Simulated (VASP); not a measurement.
# Sn3PbO4 (P4mm) in VASP: single point with PBE

Aim: the single point of Sn3PbO4 with PBE.

Everything below comes from runs of VASP 6.6.1. Logs are shortened: lines on timing, memory, paths and dates and some standing lists are left out, and cuts for length are marked.

## (1) The cell of the first run

It takes space group P4mm (No. 99, tetragonal). The conventional cell has a = 3.907 Å, b = 3.907 Å, c = 10.396 Å, α = 90.00°, β = 90.00°, γ = 90.00°. Within 3.0 Å of Sn (site symmetry 4mm) lie 4 O at 2.25 Å. Within 3.0 Å of Sn (site symmetry 4mm) lie 4 O at 2.24 Å. Within 3.0 Å of Sn (site symmetry 4mm) lie 4 O at 2.29 Å. Pb (site symmetry 4mm) has 4 O at 2.34 Å within 3.1 Å. Within 3.0 Å of O (site symmetry 2mm) lie 2 Sn at 2.24 Å and 2 Pb at 2.34 Å and 4 O at 2.76 Å. O (site symmetry 2mm) has 4 Sn at 2.25 to 2.29 Å and 4 O at 2.76 Å within 3.0 Å.

## (2) Single point, PBE

File INCAR:

```
SYSTEM = Sn3PbO4
PREC = Accurate ; ENCUT = 520
EDIFF = 1E-7 ; ISMEAR = 0
SIGMA = 0.02 ; LREAL = .FALSE.
LASPH = .TRUE. ; NELM = 80
ALGO = Normal ; ISIF = 2
LWAVE = .FALSE. ; LCHARG = .FALSE.
GGA = PE ; NBANDS = 50
```

File KPOINTS:

```
Automatic mesh
0
G
  8 8 4
  0 0 0
```

File POSCAR:

```
Sn3PbO4
1.0
    3.9069288498      0.0000000000      0.0000000000
    0.0000000000      3.9069288498      0.0000000000
    0.0000000000      0.0000000000     10.3956620507
Sn Pb O
3 1 4
Direct
    0.5000000000      0.5000000000      0.8504541010
    0.5000000000      0.5000000000      0.3685665783
    0.0000000000      0.0000000000      0.6295882394
    0.0000000000      0.0000000000      0.1387906632
    0.5000000000      0.0000000000      0.2625063244
    0.0000000000      0.5000000000      0.7437938846
    0.5000000000      0.0000000000      0.7437938846
    0.0000000000      0.5000000000      0.2625063244
```

Potentials or basis: VASP PAW PBE potentials, release 64 (Sn_d, Pb_d, O).

Launch:

```console
$ cat potpaw_PBE.64/Sn_d/POTCAR potpaw_PBE.64/Pb_d/POTCAR potpaw_PBE.64/O/POTCAR > POTCAR
$ mpirun -np 1 vasp_std > vasp.out
```

OUTCAR:

```text
SYSTEM = Sn3PbO4
   PREC = Accurate
   ENCUT = 520
   EDIFF = 1E-7
   ISMEAR = 0
   LREAL = .FALSE.
   LASPH = .TRUE.
   NELM = 80
   ISIF = 2
   GGA = PE

 ion  position               nearest neighbor table
   1  0.500  0.500  0.850-   6 2.25   7 2.25   7 2.25   6 2.25   3 3.59   3 3.59   3 3.59   3 3.59

   2  0.500  0.500  0.369-   5 2.24   8 2.24   5 2.24   8 2.24   4 3.65   4 3.65   4 3.65   4 3.65

   3  0.000  0.000  0.630-   6 2.29   7 2.29   6 2.29   7 2.29   1 3.59   1 3.59   1 3.59   1 3.59

   4  0.000  0.000  0.139-   5 2.34   8 2.34   8 2.34   5 2.34   2 3.65   2 3.65   2 3.65   2 3.65

   5  0.500  0.000  0.263-   2 2.24   2 2.24   4 2.34   4 2.34
   6  0.000  0.500  0.744-   1 2.25   1 2.25   3 2.29   3 2.29
   7  0.500  0.000  0.744-   1 2.25   1 2.25   3 2.29   3 2.29
   8  0.000  0.500  0.263-   2 2.24   2 2.24   4 2.34   4 2.34

  LATTYP: Found a simple tetragonal cell.
 ALAT       =     3.9069288498
 C/A-ratio  =     2.6608270717

  Lattice vectors:

 A1 = (   3.9069288498,   0.0000000000,   0.0000000000)
 A2 = (   0.0000000000,   3.9069288498,   0.0000000000)
 A3 = (   0.0000000000,   0.0000000000,  10.3956620507)

Analysis of symmetry for initial positions (statically):
=====================================================================
 Subroutine PRICEL returns:
 Original cell was already a primitive cell.

 Routine SETGRP: Setting up the symmetry group for a
 simple tetragonal supercell.

 Subroutine GETGRP returns: Found  8 space group operations
 (whereof  8 operations were pure point group operations)
 out of a pool of 16 trial point group operations.

The static configuration has the point symmetry C_4v.

Analysis of symmetry for dynamics (positions and initial velocities):
=====================================================================
 Subroutine PRICEL returns:
 Original cell was already a primitive cell.

 Routine SETGRP: Setting up the symmetry group for a
 simple tetragonal supercell.

 Subroutine GETGRP returns: Found  8 space group operations
 (whereof  8 operations were pure point group operations)
 out of a pool of 16 trial point group operations.

The dynamic configuration has the point symmetry C_4v.

 Subroutine INISYM returns: Found  8 space group operations
 (whereof  8 operations are pure point group operations),
 and found     1 'primitive' translations

----------------------------------------------------------------------------------------

                                     Primitive cell

  volume of cell :     158.6804

  direct lattice vectors                    reciprocal lattice vectors
     3.906928850  0.000000000  0.000000000     0.255955519  0.000000000  0.000000000
     0.000000000  3.906928850  0.000000000     0.000000000  0.255955519  0.000000000
     0.000000000  0.000000000 10.395662051     0.000000000  0.000000000  0.096193970

  length of vectors
     3.906928850  3.906928850 10.395662051     0.255955519  0.255955519  0.096193970

  position of ions in fractional coordinates (direct lattice)
     0.500000000  0.500000000  0.850454101
     0.500000000  0.500000000  0.368566578
     0.000000000  0.000000000  0.629588239
     0.000000000  0.000000000  0.138790663
     0.500000000  0.000000000  0.262506324
     0.000000000  0.500000000  0.743793885
     0.500000000  0.000000000  0.743793885
     0.000000000  0.500000000  0.262506324

  ion indices of the primitive-cell ions
   primitive index   ion index
                 1           1
                 2           2
                 3           3
                 4           4
                 5           5
                 6           6
                 7           7
                 8           8

----------------------------------------------------------------------------------------

 KPOINTS: Automatic mesh

Automatic generation of k-mesh.
 Grid dimensions read from file:
 generate k-points for:    8    8    4

 Generating k-lattice:

  Cartesian coordinates                     Fractional coordinates (reciprocal lattice)
     0.031994440  0.000000000  0.000000000     0.125000000  0.000000000  0.000000000
     0.000000000  0.031994440  0.000000000     0.000000000  0.125000000  0.000000000
     0.000000000  0.000000000  0.024048492     0.000000000  0.000000000  0.250000000

  Length of vectors
     0.031994440  0.031994440  0.024048492

  Shift w.r.t. Gamma in fractional coordinates (k-lattice)
     0.000000000  0.000000000  0.000000000

 Subroutine IBZKPT returns following result:
 ===========================================

 Found     45 irreducible k-points:

 Following reciprocal coordinates:
            Coordinates               Weight
  0.000000  0.000000  0.000000      1.000000
  0.125000  0.000000  0.000000      4.000000
  0.250000  0.000000  0.000000      4.000000
  0.375000  0.000000  0.000000      4.000000
  0.500000  0.000000  0.000000      2.000000
  0.125000  0.125000  0.000000      4.000000
[... 16 lines left out ...]
  0.375000  0.125000  0.250000     16.000000
  0.500000  0.125000  0.250000      8.000000
 [... further k-points ...]
   k-points           NKPTS =     45   k-points in BZ     NKDIM =     45   number of bands    NBANDS=     50
   number of dos      NEDOS =    301   number of ions     NIONS =      8
   total plane-waves  NPLWV =  72000
   dimension x,y,z NGX =    30 NGY =   30 NGZ =   80
   dimension x,y,z NGXF=    60 NGYF=   60 NGZF=  160
   ions per type =               3   1   4
   NGX,Y,Z   is equivalent  to a cutoff of  12.77, 12.77, 12.79 a.u.
   NGXF,Y,Z  is equivalent  to a cutoff of  25.53, 25.53, 25.59 a.u.
 SYSTEM =  Sn3PbO4
   PREC   = accura    normal or accurate (medium, high low for compatibility)
   ISTART =      0    job   : 0-new  1-cont  2-samecut
   ICHARG =      2    charge: 1-file 2-atom 10-const
   ISPIN  =      1    spin polarized calculation?
   LNONCOLLINEAR =      F non collinear calculations
   LSORBIT =      F    spin-orbit coupling
   LASPH  =      T    aspherical Exc in radial PAW
   ENCUT  =  520.0 eV  38.22 Ry    6.18 a.u.   7.26  7.26 19.33*2*pi/ulx,y,z
   NELM   =     80;   NELMIN=  2; NELMDL= -5     # of ELM steps
   EDIFF  = 0.1E-06   stopping-criterion for ELM
   LREAL  =      F    real-space projection
   EDIFFG = 0.1E-05   stopping-criterion for IOM
   NSW    =      0    number of steps for IOM
   IBRION =     -1    ionic relax: 0-MD 1-quasi-New 2-CG
   NFREE  =      0    steps in history (QN), initial steepest desc. (CG)
   ISIF   =      2    stress and relaxation
   ISYM   =      2    0-nonsym 1-usesym 2-fastsym
   POTIM  = 0.5000    time-step for ionic-motion
   TEBEG  =    0.0;   TEEND  =   0.0 temperature during run
   PSTRESS=    0.0 pullay stress
   NELECT =      80.0000    total number of electrons
   NUPDOWN=      -1.0000    fix difference up-down
   EMIN   =  10.00;   EMAX   =-10.00  energy-range for DOS
   EFERMI =   0.00;   METHOD = LEGACY
   ISMEAR =     0;   SIGMA  =   0.02  broadening in eV -4-tet -1-fermi 0-gaus
   EFERMI_NEDOS =   21; number of points for ismear=-14 and -15
   IALGO  =     38    algorithm
   IMIX   =      4    mixing-type and parameters
     AMIX     =   0.40;   BMIX     =  1.00
     AMIX_MAG =   1.60;   BMIX_MAG =  1.00
  volume/ion in A,a.u.               =      19.84       133.85
  Fermi-wavevector in a.u.,A,eV,Ry     =   1.302958  2.462234 23.098607  1.697700
  Thomas-Fermi vector in A             =   2.433992
   LORBIT       =      0    0 simple, 1 ext, 2 COOP (PROOUT), +10 PAW based schemes
   GGA     = PE    functional components
   LHFCALC =     F    Hartree Fock is set to
   AEXX    =    0.0000 exact exchange contribution
   IVDW    =     0    specifies the selected vdW correction
   LEPSILON=     F    determine dielectric tensor
   LRPA    =     F    only Hartree local field effects (RPA)
 non-spin polarized calculation
 Gauss-broadening in eV      SIGMA  =   0.02
  energy-cutoff  :      520.00
  volume of cell :      158.68
 maximum number of plane-waves:      4312
 NGX is ok and might be reduce to    30
   NGX = 15   NGY = 15   NGZ = 39

 number of electron      79.9999964 magnetization

 Free energy of the ion-electron system (eV)
  ---------------------------------------------------
  ext. energy  EPLUGINS =         0.00000000
  ---------------------------------------------------
  free energy    TOTEN  =       -44.83158379 eV

  energy without entropy =      -44.83158379  energy(sigma->0) =      -44.83158379

 E-fermi :   5.6250     XC(G=0):  -9.6340

 val. band max:        5.5367648866   @ k =   0.1250   0.0000   0.0000
 cond. band min:       6.3561146966   @ k =   0.5000   0.5000   0.0000
 fundamental gap:      0.8193498100
 Fermi energy:         5.6250243994

 k-point     1 :       0.0000    0.0000    0.0000
  band No.  band energies     occupation
      1     -16.1107      2.00000
      2     -15.7771      2.00000
      3     -15.7771      2.00000
      4     -15.7600      2.00000
      5     -15.7580      2.00000
      6     -15.7312      2.00000
[... 42 lines left out ...]
     49      11.2104      0.00000
     50      11.2104      0.00000

 k-point     2 :       0.1250    0.0000    0.0000
  band No.  band energies     occupation
      1     -16.1029      2.00000
      2     -15.7969      2.00000
      3     -15.7771      2.00000
      4     -15.7605      2.00000
      5     -15.7518      2.00000
      6     -15.7234      2.00000
[... 42 lines left out ...]
     49      10.8009      0.00000
     50      11.3001      0.00000

 k-point     3 :       0.2500    0.0000    0.0000
  band No.  band energies     occupation
      1     -16.0813      2.00000
      2     -15.8522      2.00000
      3     -15.7772      2.00000
      4     -15.7664      2.00000
      5     -15.7384      2.00000
      6     -15.7076      2.00000
[... 42 lines left out ...]
     49      11.3688      0.00000
     50      11.5255      0.00000

 k-point     4 :       0.3750    0.0000    0.0000
  band No.  band energies     occupation
      1     -16.0469      2.00000
      2     -15.9282      2.00000
      3     -15.7773      2.00000
      4     -15.7724      2.00000
      5     -15.7287      2.00000
      6     -15.6963      2.00000
[... 999 lines left out ...]
 k-point    23 :       0.3750    0.1250    0.2500
  band No.  band energies     occupation
      1     -16.0454      2.00000
      2     -15.9366      2.00000
      3     -15.7805      2.00000
      4     -15.7751      2.00000
      5     -15.7279      2.00000
      6     -15.6893      2.00000
[... 42 lines left out ...]
     49      11.4570      0.00000
     50      11.7643      0.00000

 k-point    24 :       0.5000    0.1250    0.2500
  band No.  band energies     occupation
      1     -16.0016      2.00000
      2     -15.9979      2.00000
      3     -15.7793      2.00000
      4     -15.7776      2.00000
      5     -15.7254      2.00000
      6     -15.6847      2.00000
[... 42 lines left out ...]
     49      11.6331      0.00000
     50      11.8466      0.00000

 [... further k-points ...]

------------------------ aborting loop because EDIFF is reached ----------------------------------------

  FORCE on cell =-STRESS in cart. coord.  units (eV):
  Direction    XX          YY          ZZ          XY          YZ          ZX
  --------------------------------------------------------------------------------------
  -------------------------------------------------------------------------------------
  Total        0.1505358      0.1505358      0.1911410      0.0000000      0.0000000      0.0000000
  in kB        1.5199427      1.5199427      1.9299286      0.0000000      0.0000000      0.0000000
  external PRESSURE =       1.6566047 kB  Pullay stress =       0.0000000 kB

 VOLUME and BASIS-vectors are now :
 -----------------------------------------------------------------------------
  energy-cutoff  :      520.00
  volume of cell :      158.68
      direct lattice vectors                 reciprocal lattice vectors
     3.906928850  0.000000000  0.000000000     0.255955519  0.000000000  0.000000000
     0.000000000  3.906928850  0.000000000     0.000000000  0.255955519  0.000000000
     0.000000000  0.000000000 10.395662051     0.000000000  0.000000000  0.096193970

 POSITION                                       TOTAL-FORCE (eV/Angst)
 -----------------------------------------------------------------------------------
      1.95346      1.95346      8.84103         0.000000      0.000000      0.077264
      1.95346      1.95346      3.83149         0.000000     -0.000000      0.074144
      0.00000      0.00000      6.54499         0.000000     -0.000000     -0.074019
      0.00000      0.00000      1.44282         0.000000     -0.000000     -0.046419
      1.95346      0.00000      2.72893         0.000000     -0.000000     -0.011430
      0.00000      1.95346      7.73223        -0.000000     -0.000000     -0.004055
      1.95346      0.00000      7.73223         0.000000     -0.000000     -0.004055
      0.00000      1.95346      2.72893         0.000000     -0.000000     -0.011430
 -----------------------------------------------------------------------------------
    total drift:                                0.000000      0.000000     -0.000495

  FREE ENERGIE OF THE ION-ELECTRON SYSTEM (eV)
  ---------------------------------------------------
  free  energy   TOTEN  =       -44.8315837920 eV

  energy  without entropy=      -44.8315837920  energy(sigma->0) =      -44.83158379
```

It took 14 min on 1 thread of Intel Xeon Platinum 8259CL at 2.50GHz (Skylake/Cascade Lake), shared host; peak memory 0.44 GiB.

What came out:

```yaml
Free_energy: -44.8316 eV
Pressure: 0.2 GPa
Largest_force: 0.077 eV/Å
Band_gap_on_the_k_mesh: 0.82 eV (least direct gap 1.67 eV)
```

Forces on the atoms (eV/Å):
```
Sn   0.000  0.000  0.077
Sn   0.000  0.000  0.074
Sn   0.000  0.000 -0.074
Pb   0.000  0.000 -0.046
O    0.000  0.000 -0.011
O    0.000  0.000 -0.004
O    0.000  0.000 -0.004
O    0.000  0.000 -0.011
```

Levels at points of the mesh, in eV from the valence-band top:
```csv
k point,band 37,band 38,band 39,band 40,band 41,band 42,band 43,band 44
"(0.00, 0.00, 0.00)",-2.20,-2.20,-1.65,-0.01,1.66,1.97,3.61,3.61
"(0.50, 0.00, 0.00)",-2.25,-1.98,-1.55,-1.13,2.32,2.40,3.15,3.25
"(0.50, 0.50, 0.00)",-1.86,-1.74,-1.45,-1.34,0.82,0.82,2.87,2.87
"(0.00, 0.00, 0.50)",-2.20,-2.20,-0.81,-0.49,1.56,1.87,3.98,3.98
"(0.50, 0.00, 0.50)",-2.05,-1.72,-1.70,-1.37,2.36,2.53,3.01,3.19
"(0.50, 0.50, 0.50)",-1.90,-1.74,-1.45,-1.45,1.48,1.48,1.58,1.58
```

Caveat: spin-orbit coupling is left out, which moves the levels of the heavy elements. A k mesh can miss the band edges.
